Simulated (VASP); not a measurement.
# Ga2O3 (C2/m) in VASP: further runs

The runs below take Ga2O3 through single point, with PBE.

Program: VASP 6.6.1. These are calculated values, not measurements. Logs are shortened: lines on timing, memory, paths and dates and some standing lists are left out, and cuts for length are marked.

### Step 1. The cell of the first run

Symmetry: C2/m, No. 12, monoclinic system. The conventional cell has a = 12.293 Å, b = 3.056 Å, c = 5.826 Å, α = 90.00°, β = 103.65°, γ = 90.00°. Within 2.4 Å of Ga (site symmetry m) lie 4 O at 1.84 to 1.88 Å. Within 2.6 Å of Ga (site symmetry m) lie 6 O at 1.95 to 2.08 Å. Within 2.4 Å of O (site symmetry m) lie 3 Ga at 1.84 to 1.96 Å. Within 2.5 Å of O (site symmetry m) lie 4 Ga at 1.88 to 2.08 Å. O (site symmetry m) has 3 Ga at 1.85 to 1.95 Å within 2.5 Å.

### Step 2. Single point, PBE (10.64 Å³/atom)

Contents of INCAR:

```
ALGO = Normal
EDIFF = 1E-6
ENCUT = 520
GGA = PE
ISIF = 2
ISMEAR = 0
LASPH = True
LCHARG = False
LREAL = False
LWAVE = False
NBANDS = 55
NELM = 80
PREC = Accurate
SIGMA = 0.02
```

Contents of KPOINTS:

```
k-points
0
Gamma
  10 10 6
```

Contents of POSCAR:

```
Ga2O3
1.0
    6.1466452171     -1.5281938620      0.0109328858
    6.1466452171      1.5281938620      0.0109328858
   -1.3849487272      0.0000000000      5.6591140023
Ga O
4 6
Direct
    0.0907696497      0.0907696497      0.7957202982
    0.9092303503      0.9092303503      0.2042797018
    0.6590090734      0.6590090734      0.3138463200
    0.3409909266      0.3409909266      0.6861536800
    0.1669122222      0.1669122222      0.1090602291
    0.8330877778      0.8330877778      0.8909397709
    0.1727573639      0.1727573639      0.5617943608
    0.8272426361      0.8272426361      0.4382056392
    0.4963115322      0.4963115322      0.2546796971
    0.5036884678      0.5036884678      0.7453203029
```

Potentials or basis: VASP PAW PBE potentials, release 64 (Ga_d, O).

Command:

```sh
> cat potpaw_PBE.64/Ga_d/POTCAR potpaw_PBE.64/O/POTCAR > POTCAR
> mpirun -np 1 vasp_std > vasp.out
```

OUTCAR:

```text
EDIFF = 1E-6
   ENCUT = 520
   GGA = PE
   ISIF = 2
   ISMEAR = 0
   LASPH = True
   LREAL = False
   NELM = 80
   PREC = Accurate

 ion  position               nearest neighbor table
   1  0.091  0.091  0.796-   5 1.84  10 1.85  10 1.85   7 1.88
   2  0.909  0.909  0.204-   6 1.84   9 1.85   9 1.85   8 1.88
   3  0.659  0.659  0.314-   9 1.95   5 1.96   5 1.96   8 2.02   7 2.08   7 2.08
   4  0.341  0.341  0.686-  10 1.95   6 1.96   6 1.96   7 2.02   8 2.08   8 2.08
   5  0.167  0.167  0.109-   1 1.84   3 1.96   3 1.96
   6  0.833  0.833  0.891-   2 1.84   4 1.96   4 1.96
   7  0.173  0.173  0.562-   1 1.88   4 2.02   3 2.08   3 2.08
   8  0.827  0.827  0.438-   2 1.88   3 2.02   4 2.08   4 2.08
   9  0.496  0.496  0.255-   2 1.85   2 1.85   3 1.95
  10  0.504  0.504  0.745-   1 1.85   1 1.85   4 1.95

  LATTYP: Found a base centered monoclinic cell.
 ALAT       =    12.2933098802
 B/A-ratio  =     0.2486220354
 C/A-ratio  =     0.4739259273
 COS(beta)  =    -0.2359857385

  Lattice vectors:

 A1 = (   6.1466452171,  -1.5281938620,   0.0109328858)
 A2 = (   6.1466452171,   1.5281938620,   0.0109328858)
 A3 = (  -1.3849487272,   0.0000000000,   5.6591140023)

Analysis of symmetry for initial positions (statically):
=====================================================================
 Subroutine PRICEL returns:
 Original cell was already a primitive cell.

 Routine SETGRP: Setting up the symmetry group for a
 base centered monoclinic supercell.

 Subroutine GETGRP returns: Found  4 space group operations
 (whereof  4 operations were pure point group operations)
 out of a pool of  4 trial point group operations.

The static configuration has the point symmetry C_2h.

Analysis of symmetry for dynamics (positions and initial velocities):
=====================================================================
 Subroutine PRICEL returns:
 Original cell was already a primitive cell.

 Routine SETGRP: Setting up the symmetry group for a
 base centered monoclinic supercell.

 Subroutine GETGRP returns: Found  4 space group operations
 (whereof  4 operations were pure point group operations)
 out of a pool of  4 trial point group operations.

The dynamic configuration has the point symmetry C_2h.

 Subroutine INISYM returns: Found  4 space group operations
 (whereof  4 operations are pure point group operations),
 and found     1 'primitive' translations

----------------------------------------------------------------------------------------

                                     Primitive cell

  volume of cell :     106.3614

  direct lattice vectors                    reciprocal lattice vectors
     6.146645217 -1.528193862  0.010932886     0.081309793 -0.327183620  0.019898856
     6.146645217  1.528193862  0.010932886     0.081309793  0.327183620  0.019898856
    -1.384948727  0.000000000  5.659114002    -0.000314166  0.000000000  0.176629221

  length of vectors
     6.333777975  6.333777975  5.826118285     0.337722324  0.337722324  0.176629500

  position of ions in fractional coordinates (direct lattice)
     0.090769650  0.090769650  0.795720298
     0.909230350  0.909230350  0.204279702
     0.659009073  0.659009073  0.313846320
     0.340990927  0.340990927  0.686153680
     0.166912222  0.166912222  0.109060229
     0.833087778  0.833087778  0.890939771
     0.172757364  0.172757364  0.561794361
     0.827242636  0.827242636  0.438205639
     0.496311532  0.496311532  0.254679697
     0.503688468  0.503688468  0.745320303

  ion indices of the primitive-cell ions
   primitive index   ion index
                 1           1
                 2           2
                 3           3
                 4           4
                 5           5
                 6           6
                 7           7
                 8           8
                 9           9
                10          10

----------------------------------------------------------------------------------------

 KPOINTS: k-points

Automatic generation of k-mesh.
 Grid dimensions read from file:
 generate k-points for:   10   10    6

 Generating k-lattice:

  Cartesian coordinates                     Fractional coordinates (reciprocal lattice)
     0.008130979 -0.032718362  0.001989886     0.100000000  0.000000000 -0.000000000
     0.008130979  0.032718362  0.001989886     0.000000000  0.100000000 -0.000000000
    -0.000052361  0.000000000  0.029438203     0.000000000  0.000000000  0.166666667

  Length of vectors
     0.033772232  0.033772232  0.029438250

  Shift w.r.t. Gamma in fractional coordinates (k-lattice)
     0.000000000  0.000000000  0.000000000

 Subroutine IBZKPT returns following result:
 ===========================================

 Found    172 irreducible k-points:

 Following reciprocal coordinates:
            Coordinates               Weight
  0.000000  0.000000  0.000000      1.000000
  0.100000  0.000000 -0.000000      4.000000
  0.200000  0.000000 -0.000000      4.000000
  0.300000  0.000000  0.000000      4.000000
  0.400000  0.000000 -0.000000      4.000000
  0.500000  0.000000  0.000000      2.000000
[... 16 lines left out ...]
  0.300000  0.300000  0.000000      2.000000
  0.400000  0.300000  0.000000      4.000000
 [... further k-points ...]
   k-points           NKPTS =    172   k-points in BZ     NKDIM =    172   number of bands    NBANDS=     55
   number of dos      NEDOS =    301   number of ions     NIONS =     10
   total plane-waves  NPLWV = 110592
   dimension x,y,z NGX =    48 NGY =   48 NGZ =   48
   dimension x,y,z NGXF=    96 NGYF=   96 NGZF=   96
   ions per type =               4   6
   NGX,Y,Z   is equivalent  to a cutoff of  12.60, 12.60, 13.70 a.u.
   NGXF,Y,Z  is equivalent  to a cutoff of  25.20, 25.20, 27.39 a.u.
 SYSTEM =  unknown system
   PREC   = accura    normal or accurate (medium, high low for compatibility)
   ISTART =      0    job   : 0-new  1-cont  2-samecut
   ICHARG =      2    charge: 1-file 2-atom 10-const
   ISPIN  =      1    spin polarized calculation?
   LNONCOLLINEAR =      F non collinear calculations
   LSORBIT =      F    spin-orbit coupling
   LASPH  =      T    aspherical Exc in radial PAW
   ENCUT  =  520.0 eV  38.22 Ry    6.18 a.u.  11.78 11.78 10.83*2*pi/ulx,y,z
   NELM   =     80;   NELMIN=  2; NELMDL= -5     # of ELM steps
   EDIFF  = 0.1E-05   stopping-criterion for ELM
   LREAL  =      F    real-space projection
   EDIFFG = 0.1E-04   stopping-criterion for IOM
   NSW    =      0    number of steps for IOM
   IBRION =     -1    ionic relax: 0-MD 1-quasi-New 2-CG
   NFREE  =      0    steps in history (QN), initial steepest desc. (CG)
   ISIF   =      2    stress and relaxation
   ISYM   =      2    0-nonsym 1-usesym 2-fastsym
   POTIM  = 0.5000    time-step for ionic-motion
   TEBEG  =    0.0;   TEEND  =   0.0 temperature during run
   PSTRESS=    0.0 pullay stress
   NELECT =      88.0000    total number of electrons
   NUPDOWN=      -1.0000    fix difference up-down
   EMIN   =  10.00;   EMAX   =-10.00  energy-range for DOS
   EFERMI =   0.00;   METHOD = LEGACY
   ISMEAR =     0;   SIGMA  =   0.02  broadening in eV -4-tet -1-fermi 0-gaus
   EFERMI_NEDOS =   21; number of points for ismear=-14 and -15
   IALGO  =     38    algorithm
   IMIX   =      4    mixing-type and parameters
     AMIX     =   0.40;   BMIX     =  1.00
     AMIX_MAG =   1.60;   BMIX_MAG =  1.00
  volume/ion in A,a.u.               =      10.64        71.78
  Fermi-wavevector in a.u.,A,eV,Ry     =   1.536884  2.904289 32.137123  2.362012
  Thomas-Fermi vector in A             =   2.643470
   LORBIT       =      0    0 simple, 1 ext, 2 COOP (PROOUT), +10 PAW based schemes
   GGA     = PE    functional components
   LHFCALC =     F    Hartree Fock is set to
   AEXX    =    0.0000 exact exchange contribution
   IVDW    =     0    specifies the selected vdW correction
   LEPSILON=     F    determine dielectric tensor
   LRPA    =     F    only Hartree local field effects (RPA)
 non-spin polarized calculation
 Gauss-broadening in eV      SIGMA  =   0.02
  energy-cutoff  :      520.00
  volume of cell :      106.36
 maximum number of plane-waves:      2886
   NGX = 23   NGY = 23   NGZ = 21

 number of electron      88.0000005 magnetization

 Free energy of the ion-electron system (eV)
  ---------------------------------------------------
  ext. energy  EPLUGINS =         0.00000000
  ---------------------------------------------------
  free energy    TOTEN  =       -59.61241152 eV

  energy without entropy =      -59.61241152  energy(sigma->0) =      -59.61241152

 E-fermi :   3.8792     XC(G=0): -11.5485

 val. band max:        3.7332819563   @ k =   0.5000   0.4000   0.5000
 cond. band min:       5.9592766410   @ k =   0.0000   0.0000   0.0000
 fundamental gap:      2.2259946846
 Fermi energy:         3.8791793922

 k-point     1 :       0.0000    0.0000    0.0000
  band No.  band energies     occupation
      1     -15.0910      2.00000
      2     -13.9489      2.00000
      3     -13.9295      2.00000
      4     -13.8144      2.00000
      5     -13.3571      2.00000
      6     -13.3493      2.00000
[... 47 lines left out ...]
     54      15.9340      0.00000
     55      16.1567      0.00000

 k-point     2 :       0.1000    0.0000   -0.0000
  band No.  band energies     occupation
      1     -15.0148      2.00000
      2     -13.9354      2.00000
      3     -13.9184      2.00000
      4     -13.7607      2.00000
      5     -13.3591      2.00000
      6     -13.3491      2.00000
[... 47 lines left out ...]
     54      15.2813      0.00000
     55      15.5394      0.00000
[... 1216 lines left out ...]
     54      15.8434      0.00000
     55      16.0302      0.00000

 k-point    24 :       0.4000    0.3000    0.0000
  band No.  band energies     occupation
      1     -14.8188      2.00000
      2     -14.3604      2.00000
      3     -13.9035      2.00000
      4     -13.5732      2.00000
      5     -13.3633      2.00000
      6     -13.3474      2.00000
[... 47 lines left out ...]
     54      14.9542      0.00000
     55      16.1718      0.00000

 [... further k-points ...]

------------------------ aborting loop because EDIFF is reached ----------------------------------------

  FORCE on cell =-STRESS in cart. coord.  units (eV):
  Direction    XX          YY          ZZ          XY          YZ          ZX
  --------------------------------------------------------------------------------------
  -------------------------------------------------------------------------------------
  Total        3.6382231      3.7973590      3.7228442      0.0000000      0.0000000     -0.0090579
  in kB       54.8044561     57.2016036     56.0791480      0.0000000      0.0000000     -0.1364438
  external PRESSURE =      56.0284026 kB  Pullay stress =       0.0000000 kB

 VOLUME and BASIS-vectors are now :
 -----------------------------------------------------------------------------
  energy-cutoff  :      520.00
  volume of cell :      106.36
      direct lattice vectors                 reciprocal lattice vectors
     6.146645217 -1.528193862  0.010932886     0.081309793 -0.327183620  0.019898856
     6.146645217  1.528193862  0.010932886     0.081309793  0.327183620  0.019898856
    -1.384948727  0.000000000  5.659114002    -0.000314166  0.000000000  0.176629221

 POSITION                                       TOTAL-FORCE (eV/Angst)
 -----------------------------------------------------------------------------------
      0.01383      0.00000      4.50506         0.006819      0.000000      0.003876
     10.89452      0.00000      1.17592        -0.006819      0.000000     -0.003876
      7.66673      0.00000      1.79050        -0.007053      0.000000     -0.010069
      3.24161      0.00000      3.89048         0.007053      0.000000      0.010069
      1.90086      0.00000      0.62083         0.021063      0.000000     -0.016104
      9.00748      0.00000      5.06015        -0.021063      0.000000      0.016104
      1.34570      0.00000      3.18304        -0.012700      0.000000      0.006658
      9.56264      0.00000      2.49794         0.012700      0.000000     -0.006658
      5.74858      0.00000      1.45211         0.003062      0.000000      0.008033
      5.15976      0.00000      4.22887        -0.003062      0.000000     -0.008033
 -----------------------------------------------------------------------------------
    total drift:                                0.000000      0.000000      0.000000

  FREE ENERGIE OF THE ION-ELECTRON SYSTEM (eV)
  ---------------------------------------------------
  free  energy   TOTEN  =       -59.6124115155 eV

  energy  without entropy=      -59.6124115155  energy(sigma->0) =      -59.61241152
```

Run time: 47 min. Hardware: 1 thread of Oxide Virtual Turin-like, shared host; peak memory 0.79 GiB.

Results:

```
Free energy            : -59.6124 eV
Pressure               : 5.6 GPa
Largest force          : 0.027 eV/Å
Band gap on the k mesh : 2.23 eV (least direct gap 2.25 eV)
```

Forces in eV/Å, atoms in the order of the input:
```
Ga   0.007  0.000  0.004
Ga  -0.007  0.000 -0.004
Ga  -0.007  0.000 -0.010
Ga   0.007  0.000  0.010
O    0.021  0.000 -0.016
O   -0.021  0.000  0.016
O   -0.013  0.000  0.007
O    0.013  0.000 -0.007
O    0.003  0.000  0.008
O   -0.003  0.000 -0.008
```

Caveat: the cell stands under pressure. A k mesh can miss the band edges.

### Step 3. Single point, PBE

This run uses another cell than the first one: it holds 40 atoms, not 10.

Contents of INCAR:

```
SYSTEM = Ga2O3
PREC     = Accurate       ! precision mode
ENCUT    = 520            ! plane-wave cutoff, eV
EDIFF    = 1E-6           ! SCF threshold, eV
ISMEAR   = 0              ! smearing method
SIGMA    = 0.01           ! smearing width, eV
LREAL    = Auto         
LASPH    = .True.         ! aspherical terms in the spheres
NELM     = 60             ! most SCF steps
ALGO     = Normal         ! electronic algorithm
ISIF     = 2              ! what is computed and relaxed
LWAVE    = .False.        ! write WAVECAR
LCHARG   = .False.        ! write CHGCAR
GGA      = PE             ! functional
NBANDS   = 202            ! bands
KPAR     = 2            
NCORE    = 2
```

Contents of KPOINTS:

```
Automatic mesh
0
Gamma
  2 2 2
  0.5 0.5 0.5
```

Contents of POSCAR:

```
Ga2O3
1.0
   -4.8247076673     -1.5417565218     -5.7191861540
   -6.2274305802      4.6252695654     -0.0114918242
    1.4027229129      6.1670260872     -5.7076943298
Ga O
16 24
Direct
    0.7852032643      0.0349698665      0.4200734162
    0.0352032643      0.7849698665      0.1700734162
    0.2852032643      0.5349698665      0.9200734162
    0.5352032643      0.2849698665      0.6700734162
    0.4647967357      0.7150301335      0.3299265838
    0.7147967357      0.4650301335      0.0799265838
    0.9647967357      0.2150301335      0.8299265838
    0.2147967357      0.9650301335      0.5799265838
    0.5990255072      0.0839730347      0.0867766008
    0.8490255072      0.8339730347      0.8367766008
    0.0990255072      0.5839730347      0.5867766008
    0.3490255072      0.3339730347      0.3367766008
    0.6509744928      0.6660269653      0.6632233992
    0.9009744928      0.4160269653      0.4132233992
    0.1509744928      0.1660269653      0.1632233992
    0.4009744928      0.9160269653      0.9132233992
    0.0727806871      0.6002425599      0.8180132519
    0.3227806871      0.3502425599      0.5680132519
    0.5727806871      0.1002425599      0.3180132519
    0.8227806871      0.8502425599      0.0680132519
    0.1772193129      0.1497574401      0.9319867481
    0.4272193129      0.8997574401      0.6819867481
    0.6772193129      0.6497574401      0.4319867481
    0.9272193129      0.3997574401      0.1819867481
    0.8375442979      0.8150530756      0.5980962678
    0.0875442979      0.5650530756      0.3480962678
    0.3375442979      0.3150530756      0.0980962678
    0.5875442979      0.0650530756      0.8480962678
    0.4124557021      0.9349469244      0.1519037322
    0.6624557021      0.6849469244      0.9019037322
    0.9124557021      0.4349469244      0.6519037322
    0.1624557021      0.1849469244      0.4019037322
    0.7496446409      0.2583162201      0.9936739951
    0.9996446409      0.0083162201      0.7436739951
    0.2496446409      0.7583162201      0.4936739951
    0.4996446409      0.5083162201      0.2436739951
    0.5003553591      0.4916837799      0.7563260049
    0.7503553591      0.2416837799      0.5063260049
    0.0003553591      0.9916837799      0.2563260049
    0.2503553591      0.7416837799      0.0063260049
```

Potentials or basis: VASP PAW PBE potentials, release 64 (Ga_d, O).

Command:

```sh
> cat potpaw_PBE.64/Ga_d/POTCAR potpaw_PBE.64/O/POTCAR > POTCAR
> mpirun -np 4 vasp_std > vasp.out
```

Wall time 4.8 min (4 MPI ranks of Oxide Virtual Turin-like, shared host); peak memory 0.4 GiB.

Results (log left out):

```
Free energy            : -238.7447 eV
Pressure               : 0.6 GPa
Largest force          : 0.024 eV/Å
Band gap on the k mesh : 2.94 eV
```

Forces on the atoms (eV/Å):
```
Ga   0.004 -0.001  0.005
Ga   0.004 -0.001  0.005
Ga   0.004 -0.001  0.005
Ga   0.004 -0.001  0.005
Ga  -0.004  0.001 -0.005
Ga  -0.004  0.001 -0.005
Ga  -0.004  0.001 -0.005
Ga  -0.004  0.001 -0.005
Ga  -0.011  0.000 -0.005
Ga  -0.011  0.000 -0.005
Ga  -0.011  0.000 -0.005
Ga  -0.011  0.000 -0.005
Ga   0.011  0.000  0.005
Ga   0.011  0.000  0.005
Ga   0.011  0.000  0.005
Ga   0.011  0.000  0.005
O    0.019 -0.001 -0.015
O    0.019 -0.001 -0.015
O    0.019 -0.001 -0.015
O    0.019 -0.001 -0.015
O   -0.019  0.001  0.015
O   -0.019  0.001  0.015
O   -0.019  0.001  0.015
O   -0.019  0.001  0.015
O   -0.009  0.000  0.000
O   -0.009  0.000  0.000
O   -0.009  0.000  0.000
O   -0.009  0.000  0.000
O    0.009  0.000  0.000
O    0.009  0.000  0.000
O    0.009  0.000  0.000
O    0.009  0.000  0.000
O    0.004 -0.003  0.008
O    0.004 -0.003  0.008
O    0.004 -0.003  0.008
O    0.004 -0.003  0.008
O   -0.004  0.003 -0.008
O   -0.004  0.003 -0.008
O   -0.004  0.003 -0.008
O   -0.004  0.003 -0.008
```

Stress tensor (GPa, compression positive):
```
0.56 0.01 0.02
0.01 0.73 0.01
0.02 0.01 0.59
```

Levels at points of the mesh, in eV from the valence-band top:
```
           k point  band 173  band 174  band 175  band 176  band 177  band 178  band 179  band 180
(0.25, 0.25, 0.25)     -0.25     -0.11     -0.05      0.00      2.94      5.42      5.51      5.66
```

Caveat: a shifted mesh leaves out Γ, where band edges can lie. A k mesh can miss the band edges.
